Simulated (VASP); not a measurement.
# LiF (Fm-3m) in VASP: notebook

The runs below take LiF through relaxation of cell and atoms, with PBEsol.

Everything below comes from runs of VASP 6.6.1. Logs are shortened: lines on timing, memory, paths and dates and some standing lists are left out, and cuts for length are marked.

## Step 1: The cell of the first run

Symmetry: Fm-3m, No. 225, cubic system. The conventional cell has a = 4.008 Å, b = 4.008 Å, c = 4.008 Å, α = 90.00°, β = 90.00°, γ = 90.00°. Within 2.7 Å of Li (site symmetry m-3m) lie 6 F at 2.00 Å. Within 2.7 Å of F (site symmetry m-3m) lie 6 Li at 2.00 Å.

## Step 2: Relaxation of cell and atoms, PBEsol, target pressure 4 GPa, at which the enthalpy is minimised

INCAR reads:

```
  ALGO = Normal
  EDIFF = 1E-6
  EDIFFG = -0.002
  ENCUT = 600
  GGA = PS
  IBRION = 2
  ISIF = 3
  ISMEAR = 0
  LASPH = True
  LCHARG = False
  LREAL = False
  LWAVE = False
  NELM = 80
  NSW = 100
  PREC = Accurate
  PSTRESS = 40.0
  SIGMA = 0.01
```

KPOINTS reads:

```
k-points
0
Gamma
  10 10 10
```

POSCAR reads:

```
LiF
1.0
    0.0000000000      2.0039662102      2.0039662102
    2.0039662102      0.0000000000      2.0039662102
    2.0039662102      2.0039662102      0.0000000000
Li F
1 1
Direct
    0.0000000000      0.0000000000      0.0000000000
    0.5000000000      0.5000000000      0.5000000000
```

Potentials or basis: VASP PAW PBE potentials, release 64 (Li_sv, F).

On the command line:

```
$ cat potpaw_PBE.64/Li_sv/POTCAR potpaw_PBE.64/F/POTCAR > POTCAR
$ mpirun -np 1 vasp_std > vasp.out
```

OUTCAR:

```text
EDIFF = 1E-6
   EDIFFG = -0.002
   ENCUT = 600
   GGA = PS
   IBRION = 2
   ISIF = 3
   ISMEAR = 0
   LASPH = True
   LREAL = False
   NELM = 80
   NSW = 100
   PREC = Accurate
   PSTRESS = 40.0

 ion  position               nearest neighbor table
   1  0.000  0.000  0.000-   2 2.00   2 2.00   2 2.00   2 2.00   2 2.00   2 2.00
   2  0.500  0.500  0.500-   1 2.00   1 2.00   1 2.00   1 2.00   1 2.00   1 2.00

  LATTYP: Found a face centered cubic cell.
 ALAT       =     4.0079324204

  Lattice vectors:

 A1 = (   0.0000000000,   2.0039662102,   2.0039662102)
 A2 = (   2.0039662102,   0.0000000000,   2.0039662102)
 A3 = (   2.0039662102,   2.0039662102,   0.0000000000)

Analysis of symmetry for initial positions (statically):
=====================================================================
 Subroutine PRICEL returns:
 Original cell was already a primitive cell.

 Routine SETGRP: Setting up the symmetry group for a
 face centered cubic supercell.

 Subroutine GETGRP returns: Found 48 space group operations
 (whereof 48 operations were pure point group operations)
 out of a pool of 48 trial point group operations.

The static configuration has the point symmetry O_h .

Analysis of symmetry for dynamics (positions and initial velocities):
=====================================================================
 Subroutine PRICEL returns:
 Original cell was already a primitive cell.

 Routine SETGRP: Setting up the symmetry group for a
 face centered cubic supercell.

 Subroutine GETGRP returns: Found 48 space group operations
 (whereof 48 operations were pure point group operations)
 out of a pool of 48 trial point group operations.

The dynamic configuration has the point symmetry O_h .

 Subroutine INISYM returns: Found 48 space group operations
 (whereof 48 operations are pure point group operations),
 and found     1 'primitive' translations

----------------------------------------------------------------------------------------

                                     Primitive cell

  volume of cell :      16.0954

  direct lattice vectors                    reciprocal lattice vectors
     0.000000000  2.003966210  2.003966210    -0.249505205  0.249505205  0.249505205
     2.003966210  0.000000000  2.003966210     0.249505205 -0.249505205  0.249505205
     2.003966210  2.003966210  0.000000000     0.249505205  0.249505205 -0.249505205

  length of vectors
     2.834036193  2.834036193  2.834036193     0.432155692  0.432155692  0.432155692

  position of ions in fractional coordinates (direct lattice)
     0.000000000  0.000000000  0.000000000
     0.500000000  0.500000000  0.500000000

  ion indices of the primitive-cell ions
   primitive index   ion index
                 1           1
                 2           2

----------------------------------------------------------------------------------------

 KPOINTS: k-points

Automatic generation of k-mesh.
 Grid dimensions read from file:
 generate k-points for:   10   10   10

 Generating k-lattice:

  Cartesian coordinates                     Fractional coordinates (reciprocal lattice)
    -0.024950520  0.024950520  0.024950520     0.100000000  0.000000000  0.000000000
     0.024950520 -0.024950520  0.024950520     0.000000000  0.100000000  0.000000000
     0.024950520  0.024950520 -0.024950520     0.000000000  0.000000000  0.100000000

  Length of vectors
     0.043215569  0.043215569  0.043215569

  Shift w.r.t. Gamma in fractional coordinates (k-lattice)
     0.000000000  0.000000000  0.000000000

 Subroutine IBZKPT returns following result:
 ===========================================

 Found     47 irreducible k-points:

 Following reciprocal coordinates:
            Coordinates               Weight
  0.000000  0.000000  0.000000      1.000000
  0.100000  0.000000  0.000000      8.000000
  0.200000  0.000000  0.000000      8.000000
  0.300000  0.000000  0.000000      8.000000
  0.400000  0.000000  0.000000      8.000000
  0.500000  0.000000  0.000000      4.000000
[... 16 lines left out ...]
[... 41 lines left out ...]
  in kB       -4.8435648     -4.8435648     -4.8435648      0.0000000      0.0000000     -0.0000000
  external PRESSURE =     -44.8435648 kB  Pullay stress =      40.0000000 kB

 VOLUME and BASIS-vectors are now :
 -----------------------------------------------------------------------------
  energy-cutoff  :      600.00
  volume of cell :       16.10
      direct lattice vectors                 reciprocal lattice vectors
     0.000000000  2.003966210  2.003966210    -0.249505205  0.249505205  0.249505205
     2.003966210  0.000000000  2.003966210     0.249505205 -0.249505205  0.249505205
     2.003966210  2.003966210  0.000000000     0.249505205  0.249505205 -0.249505205
[... 84 lines left out ...]
  FREE ENERGIE OF THE ION-ELECTRON SYSTEM (eV)
  ---------------------------------------------------
  free  energy   TOTEN  =        -9.8474534057 eV

  energy  without entropy=       -9.8474534057  energy(sigma->0) =       -9.84745341

  enthalpy is  TOTEN    =        -9.4665072946 eV   P V=        0.3809461111

--------------------------------------- Ionic step        4  -------------------------------------------

 number of electron      10.0000004 magnetization

 Free energy of the ion-electron system (eV)
  ---------------------------------------------------
  ext. energy  EPLUGINS =         0.00000000
  ---------------------------------------------------
  free energy    TOTEN  =        -9.84635198 eV

  energy without entropy =       -9.84635198  energy(sigma->0) =       -9.84635198

 E-fermi :  -0.5947     XC(G=0): -10.5647

 val. band max:       -0.6624517770   @ k =   0.0000   0.0000   0.0000
 cond. band min:       8.9111428689   @ k =   0.0000   0.0000   0.0000
 fundamental gap:      9.5735946459
 Fermi energy:        -0.5946856793

 k-point     1 :       0.0000    0.0000    0.0000
  band No.  band energies     occupation
      1     -40.7250      2.00000
      2     -20.7307      2.00000
      3      -0.6625      2.00000
      4      -0.6625      2.00000
      5      -0.6625      2.00000
      6       8.9111      0.00000
      7      24.0857      0.00000
      8      24.0857      0.00000
      9      24.0884      0.00000

 k-point     2 :       0.1000    0.0000    0.0000
  band No.  band energies     occupation
      1     -40.7167      2.00000
      2     -20.6871      2.00000
      3      -0.9784      2.00000
      4      -0.6885      2.00000
      5      -0.6885      2.00000
      6       9.2015      0.00000
      7      21.0854      0.00000
      8      22.6710      0.00000
      9      22.6710      0.00000
[... 253 lines left out ...]
 k-point    24 :       0.4000    0.3000    0.0000
  band No.  band energies     occupation
      1     -40.6363      2.00000
      2     -20.1159      2.00000
      3      -3.2557      2.00000
      4      -1.6479      2.00000
      5      -1.5215      2.00000
      6      12.9263      0.00000
      7      16.3074      0.00000
      8      18.5064      0.00000
      9      20.1254      0.00000

 [... further k-points ...]
[... 5 lines left out ...]
  --------------------------------------------------------------------------------------
  -------------------------------------------------------------------------------------
  Total        0.3786671      0.3786671      0.3786671      0.0000000     -0.0000000      0.0000000
  in kB       39.8801153     39.8801153     39.8801153      0.0000000     -0.0000000      0.0000000
  external PRESSURE =      -0.1198847 kB  Pullay stress =      40.0000000 kB

 VOLUME and BASIS-vectors are now :
 -----------------------------------------------------------------------------
  energy-cutoff  :      600.00
  volume of cell :       15.21
      direct lattice vectors                 reciprocal lattice vectors
     0.000000000  1.966650713  1.966650713    -0.254239350  0.254239350  0.254239350
     1.966650713  0.000000000  1.966650713     0.254239350 -0.254239350  0.254239350
     1.966650713  1.966650713 -0.000000000     0.254239350  0.254239350 -0.254239350

 POSITION                                       TOTAL-FORCE (eV/Angst)
 -----------------------------------------------------------------------------------
      1.96665      1.96665      3.93330        -0.000000      0.000000      0.000000
      1.96665      1.96665      1.96665         0.000000     -0.000000     -0.000000
 -----------------------------------------------------------------------------------
    total drift:                               -0.000000     -0.000000      0.000000

  FREE ENERGIE OF THE ION-ELECTRON SYSTEM (eV)
  ---------------------------------------------------
  free  energy   TOTEN  =        -9.8463519830 eV

  energy  without entropy=       -9.8463519830  energy(sigma->0) =       -9.84635198

  enthalpy is  TOTEN    =        -9.4665466080 eV   P V=        0.3798053750

 reached required accuracy - stopping structural energy minimisation
```

It took 12 s on 1 thread of Intel Xeon Platinum 8375C at 2.90GHz (Ice Lake), shared host; peak memory 0.13 GiB.

What came out:

* Free energy: -9.8464 eV
* Relaxed volume: 7.61 Å³/atom
* Relaxed cell: a = 2.781 Å, b = 2.781 Å, c = 2.781 Å, α = 60.00°, β = 60.00°, γ = 60.00°
* Space group after relaxing (to 0.05 Å): Fm-3m (No. 225)
* Energy change on relaxing (the enthalpy is what falls): +4.5 meV/atom
* Ionic steps: 4
* Pressure after relaxing: 4.0 GPa
* Band gap on the k mesh: 9.57 eV, direct

The path:
```tsv
step	energy change (eV)	largest force (eV/Å)	pressure (GPa)	volume (Å³)
1	0.0000	0.0000	-0.48	16.10
2	0.0022	0.0000	1.99	15.58
3	0.0078	0.0000	3.74	15.26
4	0.0090	0.0000	3.99	15.21
```

Final structure:
```
Li F
1.0
     0.00000    1.96665    1.96665
     1.96665    0.00000    1.96665
     1.96665    1.96665    0.00000
Li F
1 1
Direct
  0.00000 0.00000 0.00000
  0.50000 0.50000 0.50000
```

Caveat: the cutoff is under 1.25 times the usual one of these potentials, so pressure, stress and relaxed cells hold a basis-set (Pulay) error; the cell is relaxed towards a set pressure, so the enthalpy falls and the energy may rise; the PAW data sets were made with another functional, which shifts forces and pressure a little. A k mesh can miss the band edges.

## Step 3: Relaxation of cell and atoms, PBEsol, target pressure 7 GPa, at which the enthalpy is minimised

INCAR reads:

```
PREC = Accurate
ENCUT = 600
EDIFF = 1E-7
ISMEAR = 0
SIGMA = 0.01
LREAL = False
LASPH = True
NELM = 60
ALGO = Normal
ISIF = 3
LWAVE = False
LCHARG = False
GGA = PS
IBRION = 2
NSW = 100
EDIFFG = -0.002
PSTRESS = 70.0
```

KPOINTS reads:

```
Automatic mesh
0
Gamma
  10 10 10
```

POSCAR is that of step 2.

Potentials or basis: VASP PAW PBE potentials, release 64 (Li_sv, F).

On the command line:

```
$ cat potpaw_PBE.64/Li_sv/POTCAR potpaw_PBE.64/F/POTCAR > POTCAR
$ mpirun -np 1 vasp_std > vasp.out
```

Wall time 16 s (1 thread of Intel Xeon Platinum 8375C at 2.90GHz (Ice Lake), shared host); peak memory 0.13 GiB.

Results (log left out):

```yaml
Free_energy: -9.8303 eV
Relaxed_volume: 7.37 Å³/atom
Relaxed_cell: a = 2.752 Å, b = 2.752 Å, c = 2.752 Å, α = 60.00°, β = 60.00°, γ = 60.00°
Space_group_after_relaxing_to_0.05_Å: Fm-3m (No. 225)
Energy_change_on_relaxing_the_enthalpy_is_what_falls: +12.5 meV/atom
Ionic_steps: 4
Pressure_after_relaxing: 7.0 GPa
Band_gap_on_the_k_mesh: 9.88 eV, direct
```

The path:
| step | energy change (eV) | largest force (eV/Å) | pressure (GPa) | volume (Å³) |
| --- | --- | --- | --- | --- |
| 1 | 0.0000 | 0.0000 | -0.55 | 16.10 |
| 2 | 0.0086 | 0.0000 | 3.90 | 15.23 |
| 3 | 0.0239 | 0.0000 | 6.85 | 14.77 |
| 4 | 0.0250 | 0.0000 | 7.03 | 14.74 |

Final structure:
```yaml
crystal:
  lattice:
    - [0.00000, 1.94617, 1.94617]
    - [1.94617, 0.00000, 1.94617]
    - [1.94617, 1.94617, 0.00000]
  atoms:
    - { symbol: Li, position: [0.00000, 0.00000, 0.00000] }
    - { symbol: F, position: [0.50000, 0.50000, 0.50000] }
```

Levels at points of the mesh, in eV from the valence-band top:
```csv
k point,band 3,band 4,band 5,band 6,band 7,band 8
"(0.00, 0.00, 0.00)",0.00,0.00,0.00,9.88,25.13,25.14
"(0.50, 0.00, 0.00)",-2.89,-0.27,-0.27,11.11,17.80,19.54
"(0.50, 0.50, 0.00)",-3.54,-1.18,-1.18,15.62,16.66,18.61
```

Caveat: the cutoff is under 1.25 times the usual one of these potentials, so pressure, stress and relaxed cells hold a basis-set (Pulay) error; the cell is relaxed towards a set pressure, so the enthalpy falls and the energy may rise; the PAW data sets were made with another functional, which shifts forces and pressure a little.

## Step 4: Relaxation of cell and atoms, PBEsol, target pressure 10 GPa, at which the enthalpy is minimised

INCAR reads:

```
PREC = Accurate
ENCUT = 600
EDIFF = 1E-6
ISMEAR = 0
SIGMA = 0.01
LREAL = F
LASPH = T
NELM = 60
ALGO = Normal
ISIF = 3
LWAVE = F
LCHARG = F
GGA = PS
IBRION = 2
NSW = 100
EDIFFG = -0.002
PSTRESS = 100.0
```

KPOINTS is that of step 3.

POSCAR is that of step 3.

On the command line:

```
$ cat potpaw_PBE.64/Li_sv/POTCAR potpaw_PBE.64/F/POTCAR > POTCAR
$ mpirun -np 1 vasp_std > vasp.out
```

Run time: 14 s. Hardware: 1 thread of Intel Xeon Platinum 8375C at 2.90GHz (Ice Lake), shared host; peak memory 0.13 GiB.

Results (log left out):

```
Free energy                                            : -9.8094 eV
Relaxed volume                                         : 7.17 Å³/atom
Relaxed cell                                           : a = 2.727 Å, b = 2.727 Å, c = 2.727 Å, α = 60.00°, β = 60.00°, γ = 60.00°
Space group after relaxing (to 0.05 Å)                 : Fm-3m (No. 225)
Energy change on relaxing (the enthalpy is what falls) : +23.0 meV/atom
Ionic steps                                            : 4
Pressure after relaxing                                : 10.0 GPa
Band gap on the k mesh                                 : 10.16 eV, direct
```

Step by step:
| step | energy change (eV) | largest force (eV/Å) | pressure (GPa) | volume (Å³) |
| --- | --- | --- | --- | --- |
| 1 | 0.0000 | 0.0000 | -0.48 | 16.10 |
| 2 | 0.0187 | 0.0000 | 6.00 | 14.90 |
| 3 | 0.0423 | 0.0000 | 9.55 | 14.41 |
| 4 | 0.0459 | 0.0000 | 9.98 | 14.35 |

Final structure:
```cif
data_structure
_symmetry_space_group_name_H-M 'P 1'
_symmetry_Int_Tables_number 1
_cell_length_a 2.7275
_cell_length_b 2.7275
_cell_length_c 2.7275
_cell_angle_alpha 60.000
_cell_angle_beta 60.000
_cell_angle_gamma 60.000
_cell_volume 14.35
loop_
_atom_site_label
_atom_site_type_symbol
_atom_site_fract_x
_atom_site_fract_y
_atom_site_fract_z
_atom_site_occupancy
Li1 Li 0.00000 0.00000 0.00000 1
F1 F 0.50000 0.50000 0.50000 1
```

Levels at points of the mesh, in eV from the valence-band top:
```
           k point  band 1  band 2  band 3  band 4  band 5  band 6  band 7  band 8  band 9
(0.00, 0.00, 0.00)  -39.97  -20.25    0.00    0.00    0.00   10.16   25.40   25.40   25.40
(0.50, 0.00, 0.00)  -39.86  -19.71   -2.98   -0.28   -0.28   11.26   18.14   19.75   19.75
(0.50, 0.50, 0.00)  -39.83  -19.32   -3.68   -1.23   -1.23   15.89   16.78   18.96   21.63
```

Caveat: the cutoff is under 1.25 times the usual one of these potentials, so pressure, stress and relaxed cells hold a basis-set (Pulay) error; the cell is relaxed towards a set pressure, so the enthalpy falls and the energy may rise; the PAW data sets were made with another functional, which shifts forces and pressure a little. Expect the measured gap to be larger: semilocal functionals such as PBEsol lack the derivative discontinuity.

## Step 5: Relaxation of cell and atoms, PBEsol, target pressure 15 GPa, at which the enthalpy is minimised

INCAR reads:

```
ALGO     = Normal         # electronic algorithm
EDIFF    = 1E-6           # SCF threshold, eV
EDIFFG   = -0.002         # ionic threshold
ENCUT    = 600            # plane-wave cutoff, eV
GGA      = PS             # functional
IBRION   = 2              # ionic algorithm
ISIF     = 3              # what is computed and relaxed
ISMEAR   = 0              # smearing method
LASPH    = T              # aspherical terms in the spheres
LCHARG   = F              # write CHGCAR
LREAL    = F              # projectors in reciprocal space
LWAVE    = F              # write WAVECAR
NELM     = 80             # most SCF steps
NSW      = 100            # ionic steps
PREC     = Accurate       # precision mode
PSTRESS  = 150.0        
SIGMA    = 0.01           # smearing width, eV
```

KPOINTS reads:

```
k-points
0
Gamma
  10 10 10
```

POSCAR is that of step 4.

On the command line:

```
$ cat potpaw_PBE.64/Li_sv/POTCAR potpaw_PBE.64/F/POTCAR > POTCAR
$ mpirun -np 1 vasp_std > vasp.out
```

Run time: 13 s. Hardware: 1 thread of Intel Xeon Platinum 8375C at 2.90GHz (Ice Lake), shared host; peak memory 0.13 GiB.

Results (log left out):

```yaml
Free_energy: -9.7657 eV
Relaxed_volume: 6.89 Å³/atom
Relaxed_cell: a = 2.691 Å, b = 2.691 Å, c = 2.691 Å, α = 60.00°, β = 60.00°, γ = 60.00°
Space_group_after_relaxing_to_0.05_Å: Fm-3m (No. 225)
Energy_change_on_relaxing_the_enthalpy_is_what_falls: +44.8 meV/atom
Ionic_steps: 4
Pressure_after_relaxing: 15.0 GPa
Band_gap_on_the_k_mesh: 10.58 eV, direct
```

Step by step:
```tsv
step	energy change (eV)	largest force (eV/Å)	pressure (GPa)	volume (Å³)
1	0.0000	0.0000	-0.48	16.10
2	0.0457	0.0000	10.04	14.35
3	0.0838	0.0000	14.42	13.85
4	0.0896	0.0000	14.99	13.78
```

Final structure:
```
Li F
1.0
     0.00000    1.90307    1.90307
     1.90307    0.00000    1.90307
     1.90307    1.90307    0.00000
Li F
1 1
Direct
  0.00000 0.00000 0.00000
  0.50000 0.50000 0.50000
```

Levels at points of the mesh, in eV from the valence-band top:
| k point | band 3 | band 4 | band 5 | band 6 | band 7 | band 8 |
| --- | --- | --- | --- | --- | --- | --- |
| (0.00, 0.00, 0.00) | 0.00 | 0.00 | 0.00 | 10.58 | 25.81 | 25.81 |
| (0.50, 0.00, 0.00) | -3.12 | -0.30 | -0.30 | 11.48 | 18.66 | 20.06 |
| (0.50, 0.50, 0.00) | -3.89 | -1.30 | -1.30 | 16.31 | 16.96 | 19.50 |

Caveat: the cutoff is under 1.25 times the usual one of these potentials, so pressure, stress and relaxed cells hold a basis-set (Pulay) error; the cell is relaxed towards a set pressure, so the enthalpy falls and the energy may rise; the PAW data sets were made with another functional, which shifts forces and pressure a little. As with any semilocal functional, this PBEsol gap is likely too small.

## Step 6: Overview

| cell | gap on the mesh (eV) | pressure (GPa) |
| --- | --- | --- |
| relaxed to 4 GPa | 9.57 | 4.0 |
| relaxed to 7 GPa | 9.88 | 7.0 |
| relaxed to 10 GPa | 10.16 | 10.0 |
| relaxed to 15 GPa | 10.58 | 15.0 |

Alike in all rows: task relaxation of cell and atoms; level PBEsol; potentials or basis VASP PAW PBE potentials, release 64 (Li_sv, F); no spin polarisation; k mesh 10 × 10 × 10; cutoff (eV) 600; smearing gaussian 0.01 eV.

Caveats: the cutoff is under 1.25 times the usual one of these potentials, so pressure, stress and relaxed cells hold a basis-set (Pulay) error; the cell is relaxed towards a set pressure, so the enthalpy falls and the energy may rise; the PAW data sets were made with another functional, which shifts forces and pressure a little.

Total energies depend on the potentials used, so only differences within one code and one set of settings carry meaning.
